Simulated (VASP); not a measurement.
# NaH (Fm-3m) in VASP: a series of runs

NaH is run at these levels: HSE06, PBE0; tasks: single point.

Everything below comes from runs of VASP 6.6.1. Logs are shortened: lines on timing, memory, paths and dates and some standing lists are left out, and cuts for length are marked.

### 1 The cell of the first run

It takes space group Fm-3m (No. 225, cubic). Conventional cell: a = 4.795 Å, b = 4.795 Å, c = 4.795 Å, α = 90.00°, β = 90.00°, γ = 90.00°. Na (site symmetry m-3m) has 6 H at 2.40 Å within 3.2 Å. H (site symmetry m-3m) has 6 Na at 2.40 Å within 3.2 Å.

### 2 Single point, HSE06

Input file POSCAR:

```
NaH
1.0
    0.0000000000      2.3975122800      2.3975122800
    2.3975122800      0.0000000000      2.3975122800
    2.3975122800      2.3975122800      0.0000000000
Na H
1 1
Direct
    0.0000000000      0.0000000000      0.0000000000
    0.5000000000      0.5000000000      0.5000000000
```

Input file INCAR.step1:

```
ALGO     = Normal         # electronic algorithm
EDIFF    = 1E-5           # SCF threshold, eV
ENCUT    = 520            # plane-wave cutoff, eV
GGA      = PE             # functional
ISIF     = 2              # what is computed and relaxed
ISMEAR   = 0              # smearing method
LASPH    = True           # aspherical terms in the spheres
LCHARG   = False          # write CHGCAR
LREAL    = False          # projectors in reciprocal space
LWAVE    = True           # write WAVECAR
NBANDS   = 11             # bands
NELM     = 60             # most SCF steps
PREC     = Accurate       # precision mode
SIGMA    = 0.01           # smearing width, eV
```

Input file INCAR.step2:

```
ALGO     = Normal         # electronic algorithm
EDIFF    = 1E-7           # SCF threshold, eV
ENCUT    = 520            # plane-wave cutoff, eV
GGA      = PE             # functional
HFSCREEN = 0.2079         # screening, 1/A
ISIF     = 2              # what is computed and relaxed
ISMEAR   = 0              # smearing method
ISTART   = 1            
LASPH    = True           # aspherical terms in the spheres
LCHARG   = False          # write CHGCAR
LHFCALC  = True           # exact exchange
LREAL    = False          # projectors in reciprocal space
LWAVE    = False          # write WAVECAR
NBANDS   = 11             # bands
NELM     = 60             # most SCF steps
PREC     = Accurate       # precision mode
PRECFOCK = Normal       
SIGMA    = 0.01           # smearing width, eV
```

Input file KPOINTS:

```
k-points
0
Gamma
  6 6 6
```

Potentials or basis: VASP PAW PBE potentials, release 64 (Na_pv, H).

Command:

```console
cat potpaw_PBE.64/Na_pv/POTCAR potpaw_PBE.64/H/POTCAR > POTCAR
cp INCAR.step1 INCAR
mpirun -np 1 vasp_std > vasp.out
cp INCAR.step2 INCAR
mpirun -np 1 vasp_std > vasp.out
```

OUTCAR:

```text
EDIFF = 1E-7
   ENCUT = 520
   GGA = PE
   HFSCREEN = 0.2079
   ISIF = 2
   ISMEAR = 0
   ISTART = 1
   LASPH = True
   LHFCALC = True
   LREAL = False
   NELM = 60
   PREC = Accurate
   PRECFOCK = Normal

 ion  position               nearest neighbor table
   1  0.000  0.000  0.000-
   2  0.500  0.500  0.500-

  LATTYP: Found a face centered cubic cell.
 ALAT       =     4.7950245600

  Lattice vectors:

 A1 = (   0.0000000000,   2.3975122800,   2.3975122800)
 A2 = (   2.3975122800,   0.0000000000,   2.3975122800)
 A3 = (   2.3975122800,   2.3975122800,   0.0000000000)

Analysis of symmetry for initial positions (statically):
=====================================================================
 Subroutine PRICEL returns:
 Original cell was already a primitive cell.

 Routine SETGRP: Setting up the symmetry group for a
 face centered cubic supercell.

 Subroutine GETGRP returns: Found 48 space group operations
 (whereof 48 operations were pure point group operations)
 out of a pool of 48 trial point group operations.

The static configuration has the point symmetry O_h .

Analysis of symmetry for dynamics (positions and initial velocities):
=====================================================================
 Subroutine PRICEL returns:
 Original cell was already a primitive cell.

 Routine SETGRP: Setting up the symmetry group for a
 face centered cubic supercell.

 Subroutine GETGRP returns: Found 48 space group operations
 (whereof 48 operations were pure point group operations)
 out of a pool of 48 trial point group operations.

The dynamic configuration has the point symmetry O_h .

 Subroutine INISYM returns: Found 48 space group operations
 (whereof 48 operations are pure point group operations),
 and found     1 'primitive' translations

----------------------------------------------------------------------------------------

                                     Primitive cell

  volume of cell :      27.5621

  direct lattice vectors                    reciprocal lattice vectors
     0.000000000  2.397512280  2.397512280    -0.208549505  0.208549505  0.208549505
     2.397512280  0.000000000  2.397512280     0.208549505 -0.208549505  0.208549505
     2.397512280  2.397512280  0.000000000     0.208549505  0.208549505 -0.208549505

  length of vectors
     3.390594382  3.390594382  3.390594382     0.361218339  0.361218339  0.361218339

  position of ions in fractional coordinates (direct lattice)
     0.000000000  0.000000000  0.000000000
     0.500000000  0.500000000  0.500000000

  ion indices of the primitive-cell ions
   primitive index   ion index
                 1           1
                 2           2

----------------------------------------------------------------------------------------

 KPOINTS: k-points

Automatic generation of k-mesh.
 Grid dimensions read from file:
 generate k-points for:    6    6    6

 Generating k-lattice:

  Cartesian coordinates                     Fractional coordinates (reciprocal lattice)
    -0.034758251  0.034758251  0.034758251     0.166666667  0.000000000  0.000000000
     0.034758251 -0.034758251  0.034758251     0.000000000  0.166666667  0.000000000
     0.034758251  0.034758251 -0.034758251     0.000000000  0.000000000  0.166666667

  Length of vectors
     0.060203057  0.060203057  0.060203057

  Shift w.r.t. Gamma in fractional coordinates (k-lattice)
     0.000000000  0.000000000  0.000000000

 Subroutine IBZKPT returns following result:
 ===========================================

 Found     16 irreducible k-points:

 Following reciprocal coordinates:
            Coordinates               Weight
  0.000000  0.000000  0.000000      1.000000
  0.166667  0.000000  0.000000      8.000000
  0.333333  0.000000  0.000000      8.000000
  0.500000  0.000000  0.000000      4.000000
  0.166667  0.166667  0.000000      6.000000
  0.333333  0.166667  0.000000     24.000000
[... 8 lines left out ...]
 -0.333333  0.333333  0.166667     24.000000
 -0.333333  0.500000  0.166667     12.000000
   k-points           NKPTS =     16   k-points in BZ     NKDIM =    216   number of bands    NBANDS=     11
   number of dos      NEDOS =    301   number of ions     NIONS =      2
   total plane-waves  NPLWV =  21952
   dimension x,y,z NGX =    28 NGY =   28 NGZ =   28
   dimension x,y,z NGXF=    56 NGYF=   56 NGZF=   56
   ions per type =               1   1
   NGX,Y,Z   is equivalent  to a cutoff of  13.73, 13.73, 13.73 a.u.
   NGXF,Y,Z  is equivalent  to a cutoff of  27.46, 27.46, 27.46 a.u.
 SYSTEM =  unknown system
   PREC   = accura    normal or accurate (medium, high low for compatibility)
   ISTART =      1    job   : 0-new  1-cont  2-samecut
   ICHARG =      0    charge: 1-file 2-atom 10-const
   ISPIN  =      1    spin polarized calculation?
   LNONCOLLINEAR =      F non collinear calculations
   LSORBIT =      F    spin-orbit coupling
   LASPH  =      T    aspherical Exc in radial PAW
   ENCUT  =  520.0 eV  38.22 Ry    6.18 a.u.   6.30  6.30  6.30*2*pi/ulx,y,z
   NELM   =     60;   NELMIN=  2; NELMDL=  0     # of ELM steps
   EDIFF  = 0.1E-06   stopping-criterion for ELM
   LREAL  =      F    real-space projection
   EDIFFG = 0.1E-05   stopping-criterion for IOM
   NSW    =      0    number of steps for IOM
   IBRION =     -1    ionic relax: 0-MD 1-quasi-New 2-CG
   NFREE  =      0    steps in history (QN), initial steepest desc. (CG)
   ISIF   =      2    stress and relaxation
   ISYM   =      3    0-nonsym 1-usesym 2-fastsym
   POTIM  = 0.5000    time-step for ionic-motion
   TEBEG  =    0.0;   TEEND  =   0.0 temperature during run
   PSTRESS=    0.0 pullay stress
   NELECT =       8.0000    total number of electrons
   NUPDOWN=      -1.0000    fix difference up-down
   EMIN   =  10.00;   EMAX   =-10.00  energy-range for DOS
   EFERMI =   0.00;   METHOD = LEGACY
   ISMEAR =     0;   SIGMA  =   0.01  broadening in eV -4-tet -1-fermi 0-gaus
   EFERMI_NEDOS =   21; number of points for ismear=-14 and -15
   IALGO  =     38    algorithm
   IMIX   =      1    mixing-type and parameters
     AMIX     =   0.40;   BMIX     =  1.00
     AMIX_MAG =   1.60;   BMIX_MAG =  1.00
  volume/ion in A,a.u.               =      13.78        93.00
  Fermi-wavevector in a.u.,A,eV,Ry     =   1.083929  2.048328 15.985500  1.174901
  Thomas-Fermi vector in A             =   2.220006
   LORBIT       =      0    0 simple, 1 ext, 2 COOP (PROOUT), +10 PAW based schemes
   GGA     = PE    functional components
   LHFCALC =     T    Hartree Fock is set to
   PRECFOCK=normal    Normal, Fast or Accurate (Low or Medium for compatibility)
   ENCUT4O =  -1.0   cutoff for four orbital integrals eV
   NKREDX  =     1    reduce k-point grid by
   NKREDY  =     1    reduce k-point grid by
   NKREDZ  =     1    reduce k-point grid by
   AEXX    =    0.2500 exact exchange contribution
   HFSCREEN=    0.2079 screening length (either q_TF or 0.3 A-1)
   HFSCREENC=   0.2079 screening length for correlation (either q_TF or 0.3 A-1)
   ENCUTFOCK=  -1.0 apply spherical cutoff to Coloumb kernel
   IVDW    =     0    specifies the selected vdW correction
   LEPSILON=     F    determine dielectric tensor
   LRPA    =     F    only Hartree local field effects (RPA)
 non-spin polarized calculation
 Gauss-broadening in eV      SIGMA  =   0.01
  energy-cutoff  :      520.00
  volume of cell :       27.56
 maximum number of plane-waves:       754
 NGX is ok and might be reduce to    28
  NGX = 20; NGY = 20; NGZ = 20

 number of electron       7.9999992 magnetization

 Free energy of the ion-electron system (eV)
  ---------------------------------------------------
  ext. energy  EPLUGINS =         0.00000000
  ---------------------------------------------------
  free energy    TOTEN  =        -5.76275787 eV

  energy without entropy =       -5.76275787  energy(sigma->0) =       -5.76275787

 E-fermi :  -1.7812     XC(G=0):  -6.5784

 val. band max:       -1.8301187704   @ k =  -0.3333   0.5000   0.1667
 cond. band min:       3.0629217467   @ k =   0.5000   0.0000   0.0000
 fundamental gap:      4.8930405171
 Fermi energy:        -1.7811594882

 k-point     1 :       0.0000    0.0000    0.0000
  band No.  band energies     occupation
      1     -26.1338      2.00000
      2     -26.1338      2.00000
      3     -26.1338      2.00000
      4      -5.8058      2.00000
      5      10.4056      0.00000
      6      15.3951      0.00000
      7      15.3951      0.00000
      8      15.3951      0.00000
      9      16.4568      0.00000
     10      16.4568      0.00000
     11      16.4568      0.00000

 k-point     2 :       0.1667    0.0000    0.0000
  band No.  band energies     occupation
      1     -26.1582      2.00000
      2     -26.1366      2.00000
      3     -26.1366      2.00000
      4      -5.2701      2.00000
      5       8.6200      0.00000
      6      12.0965      0.00000
      7      14.3149      0.00000
      8      14.3149      0.00000
      9      17.6209      0.00000
     10      17.6209      0.00000
     11      17.9061      0.00000

 k-point     3 :       0.3333    0.0000    0.0000
  band No.  band energies     occupation
      1     -26.2062      2.00000
      2     -26.1421      2.00000
      3     -26.1421      2.00000
      4      -3.8546      2.00000
      5       5.0112      0.00000
      6      10.8506      0.00000
      7      13.4471      0.00000
      8      13.4471      0.00000
      9      16.8239      0.00000
     10      16.8239      0.00000
     11      19.0622      0.00000
[... 155 lines left out ...]
 k-point    15 :      -0.3333    0.3333    0.1667
  band No.  band energies     occupation
      1     -26.2048      2.00000
      2     -26.1793      2.00000
      3     -26.1581      2.00000
      4      -2.0701      2.00000
      5       4.4712      0.00000
      6       6.3287      0.00000
      7       9.5057      0.00000
      8      15.4404      0.00000
      9      16.5701      0.00000
     10      19.0892      0.00000
     11      21.0998      0.00000

 k-point    16 :      -0.3333    0.5000    0.1667
  band No.  band energies     occupation
      1     -26.2037      2.00000
      2     -26.1780      2.00000
      3     -26.1675      2.00000
      4      -1.8301      2.00000
      5       4.5926      0.00000
      6       6.5774      0.00000
      7       8.3687      0.00000
      8      14.7440      0.00000
      9      15.1021      0.00000
     10      20.9012      0.00000
     11      20.9942      0.00000

------------------------ aborting loop because EDIFF is reached ----------------------------------------

  FORCE on cell =-STRESS in cart. coord.  units (eV):
  Direction    XX          YY          ZZ          XY          YZ          ZX
  --------------------------------------------------------------------------------------
  -------------------------------------------------------------------------------------
  Total        0.0306545      0.0306545      0.0306545      0.0000000      0.0000000      0.0000000
  in kB        1.7819344      1.7819344      1.7819344      0.0000000      0.0000000      0.0000000
  external PRESSURE =       1.7819344 kB  Pullay stress =       0.0000000 kB

 VOLUME and BASIS-vectors are now :
 -----------------------------------------------------------------------------
  energy-cutoff  :      520.00
  volume of cell :       27.56
      direct lattice vectors                 reciprocal lattice vectors
     0.000000000  2.397512280  2.397512280    -0.208549505  0.208549505  0.208549505
     2.397512280  0.000000000  2.397512280     0.208549505 -0.208549505  0.208549505
     2.397512280  2.397512280  0.000000000     0.208549505  0.208549505 -0.208549505

 POSITION                                       TOTAL-FORCE (eV/Angst)
 -----------------------------------------------------------------------------------
      0.00000      0.00000      0.00000         0.000000     -0.000000     -0.000000
      2.39751      2.39751      2.39751        -0.000000      0.000000      0.000000
 -----------------------------------------------------------------------------------
    total drift:                               -0.000000     -0.000000     -0.000000

  FREE ENERGIE OF THE ION-ELECTRON SYSTEM (eV)
  ---------------------------------------------------
  free  energy   TOTEN  =        -5.7627578744 eV

  energy  without entropy=       -5.7627578744  energy(sigma->0) =       -5.76275787
```

Run time: 12 min. Hardware: 1 thread of Intel Xeon 8259CL, shared host; peak memory 0.26 GiB.

What came out:

```
Free energy            : -5.7628 eV
Pressure               : 0.2 GPa
Band gap on the k mesh : 4.89 eV (least direct gap 5.81 eV)
```

Levels at points of the mesh, in eV from the valence-band top:
| k point | band 1 | band 2 | band 3 | band 4 | band 5 | band 6 | band 7 | band 8 |
| --- | --- | --- | --- | --- | --- | --- | --- | --- |
| (0.00, 0.00, 0.00) | -24.30 | -24.30 | -24.30 | -3.98 | 12.24 | 17.23 | 17.23 | 17.23 |
| (0.50, 0.00, 0.00) | -24.40 | -24.31 | -24.31 | -0.92 | 4.89 | 12.37 | 14.99 | 14.99 |
| (0.50, 0.50, 0.00) | -24.39 | -24.34 | -24.34 | -0.14 | 5.76 | 11.40 | 12.18 | 12.18 |

Caveat: the PAW data sets were made with another functional, which shifts forces and pressure a little.

### 3 Single point, PBE0

POSCAR is that of step 2.

Input file INCAR.step1:

```
PREC = Accurate ; ENCUT = 520
EDIFF = 1E-5 ; ISMEAR = 0
SIGMA = 0.01 ; LREAL = False
LASPH = True ; NELM = 100
ALGO = Normal ; ISIF = 2
LWAVE = True ; GGA = PE
NBANDS = 11
```

Input file INCAR.step2:

```
PREC = Accurate ; ENCUT = 520
EDIFF = 1E-6 ; ISMEAR = 0
SIGMA = 0.01 ; LREAL = False
LASPH = True ; NELM = 100
ALGO = Normal ; ISIF = 2
LWAVE = False ; LCHARG = True
GGA = PE ; LHFCALC = True
AEXX = 0.25 ; PRECFOCK = Normal
LELF = True ; LVHAR = True
ISTART = 1 ; NBANDS = 11
```

Input file KPOINTS:

```
Automatic mesh
0
Gamma
  6 6 6
```

Potentials or basis: VASP PAW PBE potentials, release 64 (Na_pv, H).

Command:

```console
cat potpaw_PBE.64/Na_pv/POTCAR potpaw_PBE.64/H/POTCAR > POTCAR
cp INCAR.step1 INCAR
mpirun -np 1 vasp_std > vasp.out
cp INCAR.step2 INCAR
mpirun -np 1 vasp_std > vasp.out
```

Run time: 10 min. Hardware: 1 thread of Intel Xeon 8259CL, shared host; peak memory 0.16 GiB.

It converged, with:

| Property | Result |
| --- | --- |
| Free energy | -6.1182 eV |
| Pressure | 0.2 GPa |
| Band gap on the k mesh | 5.63 eV (least direct gap 6.56 eV) |

Levels at points of the mesh, in eV from the valence-band top:
```
           k point  band 1  band 2  band 3  band 4  band 5  band 6  band 7  band 8  band 9
(0.00, 0.00, 0.00)  -24.33  -24.33  -24.33   -4.03   13.01   17.99   17.99   17.99   19.09
(0.50, 0.00, 0.00)  -24.42  -24.34  -24.34   -0.93    5.63   13.12   15.77   15.77   18.92
(0.50, 0.50, 0.00)  -24.41  -24.36  -24.36   -0.14    6.49   12.13   12.96   12.96   14.34
```

Caveat: the PAW data sets were made with another functional, which shifts forces and pressure a little. A k mesh can miss the band edges.
